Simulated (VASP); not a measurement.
# PtSe: density of states with PBE+U

Crystal: PtSe.

```
CELL_PARAMETERS angstrom
3.70187 0.00000 0.00000
-1.85094 3.20591 0.00000
0.00000 0.00000 3.61284
ATOMIC_POSITIONS crystal
Pt 0.00000 0.00000 0.00000
Se 0.66667 0.33333 0.50000
```

| Quantity | Value |
| --- | --- |
| Program | VASP 6.6.1 |
| Task | density of states |
| Functional | PBE |
| Potentials or basis | VASP PAW PBE potentials, release 64 (Pt, Se) |
| Cutoff | 520 eV |
| k mesh | 8 × 8 × 7 |
| Occupations | fermi-dirac, width 0.05 eV |
| Spin | no spin polarisation |
| Hubbard terms | Pt d U = 1.0 eV |
| Dipole correction | no |
| k mesh for the DOS | 12 × 12 × 11 |
| Occupations for the DOS | tetrahedron |
| Further INCAR settings | ALGO = Normal; EDIFF = 1e-06; NBANDS = 15 |

```
Valence electrons inside the program's atomic spheres : Pt 8.98; Se 3.62
```

Levels at points of the mesh, in eV from the Fermi level:
```
           k point  band 4  band 5  band 6  band 7  band 8  band 9  band 10  band 11  band 12  band 13
(0.00, 0.00, 0.00)   -3.57   -2.09   -2.09   -2.01   -0.04    0.55     0.55     7.38     7.79     7.79
(0.50, 0.00, 0.00)   -3.28   -2.65   -2.26   -1.44   -1.24    1.19     2.73     6.03     8.58     9.06
```

Eigenvalues of the final occupation matrices:
```
    site  spin  trace               eigenvalues
site 1 d     1   4.12  0.76 0.76 0.85 0.85 0.91
site 1 d     2   4.12  0.76 0.76 0.85 0.85 0.91
```

Run time: 85 s on 1 thread of Intel Xeon 8259CL, with other jobs on the host, peak memory 0.21 GiB.

Caveat: spin-orbit coupling is left out, which moves the levels of the heavy elements; U without spin polarisation on a metal has little footing.
